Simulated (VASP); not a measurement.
# SnPb5S6 (P-3m1) in VASP: single point with PBE

Aim: the single point of SnPb5S6 with PBE.

Everything below comes from runs of VASP 6.6.1. Logs are shortened: lines on timing, memory, paths and dates and some standing lists are left out, and cuts for length are marked.

## Step 1: The cell of the first run

Symmetry: P-3m1, No. 164, trigonal system. Conventional cell: a = 4.231 Å, b = 4.231 Å, c = 20.731 Å, α = 90.00°, β = 90.00°, γ = 120.00°. Within 3.9 Å of Sn (site symmetry -3m) lie 6 S at 2.94 Å. Pb (site symmetry 3m) has 6 S at 3.00 to 3.01 Å within 3.9 Å. Pb (site symmetry 3m) has 6 S at 3.00 Å within 3.9 Å. Within 4.0 Å of Pb (site symmetry -3m) lie 6 S at 3.00 Å. Within 3.9 Å of S (site symmetry 3m) lie 3 Sn at 2.94 Å and 3 Pb at 3.01 Å. Within 3.9 Å of S (site symmetry 3m) lie 6 Pb at 3.00 Å. Within 3.9 Å of S (site symmetry 3m) lie 6 Pb at 3.00 Å.

## Step 2: Single point, PBE

INCAR reads:

```
ALGO = Normal
EDIFF = 1E-7
ENCUT = 520
GGA = PE
ISIF = 2
ISMEAR = 0
LASPH = T
LCHARG = F
LREAL = F
LWAVE = F
NBANDS = 72
NELM = 80
PREC = Accurate
SIGMA = 0.1
```

KPOINTS reads:

```
k-points
0
Gamma
  6 6 1
```

POSCAR reads:

```
SnPb5S6
1.0
    4.2306369000      0.0000000000      0.0000000000
   -2.1153185000      3.6638390000      0.0000000000
    0.0000000000      0.0000000000     20.7312934000
Sn Pb S
1 5 6
Direct
    0.0000000000      0.0000000000      0.0000000000
    0.3333333000      0.6666667000      0.8361450000
    0.6666667000      0.3333333000      0.6680590000
    0.0000000000      0.0000000000      0.5000000000
    0.3333333000      0.6666667000      0.3319410000
    0.6666667000      0.3333333000      0.1638550000
    0.6666667000      0.3333333000      0.9207630000
    0.0000000000      0.0000000000      0.7521740000
    0.3333333000      0.6666667000      0.5840410000
    0.6666667000      0.3333333000      0.4159590000
    0.0000000000      0.0000000000      0.2478260000
    0.3333333000      0.6666667000      0.0792370000
```

Potentials or basis: VASP PAW PBE potentials, release 64 (Sn_d, Pb_d, S).

Started as:

```console
$ cat potpaw_PBE.64/Sn_d/POTCAR potpaw_PBE.64/Pb_d/POTCAR potpaw_PBE.64/S/POTCAR > POTCAR
$ mpirun -np 1 vasp_std > vasp.out
```

OUTCAR:

```text
EDIFF = 1E-7
   ENCUT = 520
   GGA = PE
   ISIF = 2
   ISMEAR = 0
   LASPH = T
   LREAL = F
   NELM = 80
   PREC = Accurate

 ion  position               nearest neighbor table
   1  0.000  0.000  0.000-   7 2.94  12 2.94  12 2.94   7 2.94   7 2.94  12 2.94
   2  0.333  0.667  0.836-   8 3.00   8 3.00   8 3.00   7 3.01   7 3.01   7 3.01
   3  0.667  0.333  0.668-   9 3.00   9 3.00   9 3.00   8 3.00   8 3.00   8 3.00
   4  0.000  0.000  0.500-   9 3.00  10 3.00   9 3.00  10 3.00  10 3.00   9 3.00
   5  0.333  0.667  0.332-  10 3.00  10 3.00  10 3.00  11 3.00  11 3.00  11 3.00
   6  0.667  0.333  0.164-  11 3.00  11 3.00  11 3.00  12 3.01  12 3.01  12 3.01
   7  0.667  0.333  0.921-   1 2.94   1 2.94   1 2.94   2 3.01   2 3.01   2 3.01
   8  0.000  0.000  0.752-   2 3.00   2 3.00   2 3.00   3 3.00   3 3.00   3 3.00
   9  0.333  0.667  0.584-   3 3.00   3 3.00   3 3.00   4 3.00   4 3.00   4 3.00
  10  0.667  0.333  0.416-   5 3.00   5 3.00   5 3.00   4 3.00   4 3.00   4 3.00
  11  0.000  0.000  0.248-   6 3.00   6 3.00   6 3.00   5 3.00   5 3.00   5 3.00
  12  0.333  0.667  0.079-   1 2.94   1 2.94   1 2.94   6 3.01   6 3.01   6 3.01

  LATTYP: Found a hexagonal cell.
 ALAT       =     4.2306369000
 C/A-ratio  =     4.9002771663

  Lattice vectors:

 A1 = (   4.2306369000,   0.0000000000,   0.0000000000)
 A2 = (  -2.1153185000,   3.6638390000,   0.0000000000)
 A3 = (   0.0000000000,   0.0000000000,  20.7312934000)

Analysis of symmetry for initial positions (statically):
=====================================================================
 Subroutine PRICEL returns:
 Original cell was already a primitive cell.

 Routine SETGRP: Setting up the symmetry group for a
 hexagonal supercell.

 Subroutine GETGRP returns: Found 12 space group operations
 (whereof 12 operations were pure point group operations)
 out of a pool of 24 trial point group operations.

The static configuration has the point symmetry D_3d.

Analysis of symmetry for dynamics (positions and initial velocities):
=====================================================================
 Subroutine PRICEL returns:
 Original cell was already a primitive cell.

 Routine SETGRP: Setting up the symmetry group for a
 hexagonal supercell.

 Subroutine GETGRP returns: Found 12 space group operations
 (whereof 12 operations were pure point group operations)
 out of a pool of 24 trial point group operations.

The dynamic configuration has the point symmetry D_3d.

 Subroutine INISYM returns: Found 12 space group operations
 (whereof 12 operations are pure point group operations),
 and found     1 'primitive' translations

----------------------------------------------------------------------------------------

                                     Primitive cell

  volume of cell :     321.3428

  direct lattice vectors                    reciprocal lattice vectors
     4.230636900  0.000000000  0.000000000     0.236371030  0.136468882  0.000000000
    -2.115318500  3.663839000  0.000000000     0.000000000  0.272937757  0.000000000
     0.000000000  0.000000000 20.731293400     0.000000000  0.000000000  0.048236257

  length of vectors
     4.230636900  4.230636899 20.731293400     0.272937757  0.272937757  0.048236257

  position of ions in fractional coordinates (direct lattice)
     0.000000000  0.000000000  0.000000000
     0.333333300  0.666666700  0.836145000
     0.666666700  0.333333300  0.668059000
     0.000000000  0.000000000  0.500000000
     0.333333300  0.666666700  0.331941000
     0.666666700  0.333333300  0.163855000
     0.666666700  0.333333300  0.920763000
     0.000000000  0.000000000  0.752174000
     0.333333300  0.666666700  0.584041000
     0.666666700  0.333333300  0.415959000
     0.000000000  0.000000000  0.247826000
     0.333333300  0.666666700  0.079237000

  ion indices of the primitive-cell ions
   primitive index   ion index
                 1           1
                 2           2
                 3           3
                 4           4
                 5           5
                 6           6
                 7           7
                 8           8
                 9           9
                10          10
                11          11
                12          12

----------------------------------------------------------------------------------------

 KPOINTS: k-points

Automatic generation of k-mesh.
 Grid dimensions read from file:
 generate k-points for:    6    6    1

 Generating k-lattice:

  Cartesian coordinates                     Fractional coordinates (reciprocal lattice)
     0.039395172  0.022744814  0.000000000     0.166666667  0.000000000  0.000000000
     0.000000000  0.045489626  0.000000000     0.000000000  0.166666667  0.000000000
     0.000000000  0.000000000  0.048236257     0.000000000  0.000000000  1.000000000

  Length of vectors
     0.045489626  0.045489626  0.048236257

  Shift w.r.t. Gamma in fractional coordinates (k-lattice)
     0.000000000  0.000000000  0.000000000

 Subroutine IBZKPT returns following result:
 ===========================================

 Found      7 irreducible k-points:

 Following reciprocal coordinates:
            Coordinates               Weight
  0.000000  0.000000  0.000000      1.000000
  0.166667 -0.000000  0.000000      6.000000
  0.333333  0.000000  0.000000      6.000000
  0.500000  0.000000  0.000000      3.000000
  0.166667  0.166667  0.000000      6.000000
  0.333333  0.166667  0.000000     12.000000
  0.333333  0.333333  0.000000      2.000000
   k-points           NKPTS =      7   k-points in BZ     NKDIM =      7   number of bands    NBANDS=     72
   number of dos      NEDOS =    301   number of ions     NIONS =     12
   total plane-waves  NPLWV = 163840
   dimension x,y,z NGX =    32 NGY =   32 NGZ =  160
   dimension x,y,z NGXF=    64 NGYF=   64 NGZF=  320
   ions per type =               1   5   6
   NGX,Y,Z   is equivalent  to a cutoff of  12.57, 12.57, 12.83 a.u.
   NGXF,Y,Z  is equivalent  to a cutoff of  25.15, 25.15, 25.66 a.u.
 SYSTEM =  unknown system
   PREC   = accura    normal or accurate (medium, high low for compatibility)
   ISTART =      0    job   : 0-new  1-cont  2-samecut
   ICHARG =      2    charge: 1-file 2-atom 10-const
   ISPIN  =      1    spin polarized calculation?
   LNONCOLLINEAR =      F non collinear calculations
   LSORBIT =      F    spin-orbit coupling
   LASPH  =      T    aspherical Exc in radial PAW
   ENCUT  =  520.0 eV  38.22 Ry    6.18 a.u.   7.87  7.87 38.55*2*pi/ulx,y,z
   NELM   =     80;   NELMIN=  2; NELMDL= -5     # of ELM steps
   EDIFF  = 0.1E-06   stopping-criterion for ELM
   LREAL  =      F    real-space projection
   EDIFFG = 0.1E-05   stopping-criterion for IOM
   NSW    =      0    number of steps for IOM
   IBRION =     -1    ionic relax: 0-MD 1-quasi-New 2-CG
   NFREE  =      0    steps in history (QN), initial steepest desc. (CG)
   ISIF   =      2    stress and relaxation
   ISYM   =      2    0-nonsym 1-usesym 2-fastsym
   POTIM  = 0.5000    time-step for ionic-motion
   TEBEG  =    0.0;   TEEND  =   0.0 temperature during run
   PSTRESS=    0.0 pullay stress
   NELECT =     120.0000    total number of electrons
   NUPDOWN=      -1.0000    fix difference up-down
   EMIN   =  10.00;   EMAX   =-10.00  energy-range for DOS
   EFERMI =   0.00;   METHOD = LEGACY
   ISMEAR =     0;   SIGMA  =   0.10  broadening in eV -4-tet -1-fermi 0-gaus
   EFERMI_NEDOS =   21; number of points for ismear=-14 and -15
   IALGO  =     38    algorithm
   IMIX   =      4    mixing-type and parameters
     AMIX     =   0.40;   BMIX     =  1.00
     AMIX_MAG =   1.60;   BMIX_MAG =  1.00
  volume/ion in A,a.u.               =      26.78       180.71
  Fermi-wavevector in a.u.,A,eV,Ry     =   1.178906  2.227809 18.909631  1.389819
  Thomas-Fermi vector in A             =   2.315226
   LORBIT       =      0    0 simple, 1 ext, 2 COOP (PROOUT), +10 PAW based schemes
   GGA     = PE    functional components
   LHFCALC =     F    Hartree Fock is set to
   AEXX    =    0.0000 exact exchange contribution
   IVDW    =     0    specifies the selected vdW correction
   LEPSILON=     F    determine dielectric tensor
   LRPA    =     F    only Hartree local field effects (RPA)
 non-spin polarized calculation
 Gauss-broadening in eV      SIGMA  =   0.10
  energy-cutoff  :      520.00
  volume of cell :      321.34
 maximum number of plane-waves:      8686
 NGX is ok and might be reduce to    32
   NGX = 15   NGY = 15   NGZ = 77

 number of electron     119.9999995 magnetization

 Free energy of the ion-electron system (eV)
  ---------------------------------------------------
  ext. energy  EPLUGINS =         0.00000000
  ---------------------------------------------------
  free energy    TOTEN  =       -52.59869396 eV

  energy without entropy =      -52.59758442  energy(sigma->0) =      -52.59813919

 E-fermi :   5.7042     XC(G=0):  -9.5308

 val. band max:        5.5530258415   @ k =   0.5000   0.0000   0.0000
 cond. band min:       5.8573534172   @ k =   0.0000   0.0000   0.0000
 fundamental gap:      0.3043275757
 Fermi energy:         5.7041530882

 k-point     1 :       0.0000    0.0000    0.0000
  band No.  band energies     occupation
      1     -15.8940      2.00000
      2     -15.8844      2.00000
      3     -15.8844      2.00000
      4     -15.8826      2.00000
      5     -15.8826      2.00000
      6     -11.3627      2.00000
[... 64 lines left out ...]
     71       8.9236      0.00000
     72       9.3818      0.00000

 k-point     2 :       0.1667   -0.0000    0.0000
  band No.  band energies     occupation
      1     -15.8924      2.00000
      2     -15.8866      2.00000
      3     -15.8840      2.00000
      4     -15.8832      2.00000
      5     -15.8805      2.00000
      6     -11.3808      2.00000
[... 64 lines left out ...]
     71       9.0207      0.00000
     72       9.0591      0.00000

 k-point     3 :       0.3333    0.0000    0.0000
  band No.  band energies     occupation
      1     -15.8951      2.00000
      2     -15.8899      2.00000
      3     -15.8844      2.00000
      4     -15.8821      2.00000
      5     -15.8728      2.00000
      6     -11.4285      2.00000
[... 64 lines left out ...]
     71       9.2291      0.00000
     72       9.3810      0.00000

 k-point     4 :       0.5000    0.0000    0.0000
  band No.  band energies     occupation
      1     -15.8985      2.00000
      2     -15.8905      2.00000
      3     -15.8849      2.00000
      4     -15.8800      2.00000
      5     -15.8689      2.00000
      6     -11.4536      2.00000
[... 64 lines left out ...]
     71       9.1791      0.00000
     72       9.3643      0.00000

 k-point     5 :       0.1667    0.1667    0.0000
  band No.  band energies     occupation
      1     -15.8911      2.00000
      2     -15.8898      2.00000
      3     -15.8847      2.00000
      4     -15.8841      2.00000
      5     -15.8752      2.00000
      6     -11.4044      2.00000
[... 64 lines left out ...]
     71       9.1917      0.00000
     72       9.4041      0.00000

 k-point     6 :       0.3333    0.1667    0.0000
  band No.  band energies     occupation
      1     -15.8951      2.00000
      2     -15.8882      2.00000
      3     -15.8866      2.00000
      4     -15.8811      2.00000
      5     -15.8718      2.00000
      6     -11.4336      2.00000
[... 64 lines left out ...]
     71       9.5047      0.00000
     72       9.6148      0.00000

 k-point     7 :       0.3333    0.3333    0.0000
  band No.  band energies     occupation
      1     -15.8914      2.00000
      2     -15.8914      2.00000
      3     -15.8850      2.00000
      4     -15.8773      2.00000
      5     -15.8773      2.00000
      6     -11.4093      2.00000
[... 64 lines left out ...]
     71       9.5445      0.00000
     72       9.5495      0.00000

------------------------ aborting loop because EDIFF is reached ----------------------------------------

  FORCE on cell =-STRESS in cart. coord.  units (eV):
  Direction    XX          YY          ZZ          XY          YZ          ZX
  --------------------------------------------------------------------------------------
  -------------------------------------------------------------------------------------
  Total       -0.1074297     -0.1074297     -0.0765655      0.0000000     -0.0000000     -0.0000000
  in kB       -0.5356321     -0.5356321     -0.3817465      0.0000000     -0.0000000     -0.0000000
  external PRESSURE =      -0.4843369 kB  Pullay stress =       0.0000000 kB

 VOLUME and BASIS-vectors are now :
 -----------------------------------------------------------------------------
  energy-cutoff  :      520.00
  volume of cell :      321.34
      direct lattice vectors                 reciprocal lattice vectors
     4.230636900  0.000000000  0.000000000     0.236371030  0.136468882  0.000000000
    -2.115318500  3.663839000  0.000000000     0.000000000  0.272937757  0.000000000
     0.000000000  0.000000000 20.731293400     0.000000000  0.000000000  0.048236257

 POSITION                                       TOTAL-FORCE (eV/Angst)
 -----------------------------------------------------------------------------------
      0.00000      0.00000      0.00000        -0.000000      0.000000     -0.000000
     -0.00000      2.44256     17.33437        -0.000000      0.000000     -0.000578
      2.11532      1.22128     13.84973        -0.000000     -0.000000     -0.006043
      0.00000      0.00000     10.36565        -0.000000      0.000000     -0.000000
     -0.00000      2.44256      6.88157         0.000000      0.000000      0.006043
      2.11532      1.22128      3.39693         0.000000     -0.000000      0.000578
      2.11532      1.22128     19.08861        -0.000000      0.000000     -0.001815
      0.00000      0.00000     15.59354        -0.000000      0.000000      0.005731
     -0.00000      2.44256     12.10793         0.000000     -0.000000      0.004088
      2.11532      1.22128      8.62337        -0.000000      0.000000     -0.004088
      0.00000      0.00000      5.13775        -0.000000     -0.000000     -0.005731
     -0.00000      2.44256      1.64269         0.000000      0.000000      0.001815
 -----------------------------------------------------------------------------------
    total drift:                                0.000000      0.000000      0.000000

  FREE ENERGIE OF THE ION-ELECTRON SYSTEM (eV)
  ---------------------------------------------------
  free  energy   TOTEN  =       -52.5986939601 eV

  energy  without entropy=      -52.5975844157  energy(sigma->0) =      -52.59813919
```

Wall time 5.7 min (1 thread of Oxide Virtual Turin-like, shared host); peak memory 0.45 GiB.

Results:

```
Free energy            : -52.5987 eV
Pressure               : 0.0 GPa
Largest force          : 0.006 eV/Å
Band gap on the k mesh : 0.30 eV, indirect (the least direct gap lies 3.2 meV higher)
```

Forces in eV/Å, atoms in the order of the input:
```
Sn   0.000  0.000  0.000
Pb   0.000  0.000 -0.001
Pb   0.000  0.000 -0.006
Pb   0.000  0.000  0.000
Pb   0.000  0.000  0.006
Pb   0.000  0.000  0.001
S    0.000  0.000 -0.002
S    0.000  0.000  0.006
S    0.000  0.000  0.004
S    0.000  0.000 -0.004
S    0.000  0.000 -0.006
S    0.000  0.000  0.002
```

Caveat: spin-orbit coupling is left out, which moves the levels of the heavy elements. A k mesh can miss the band edges.
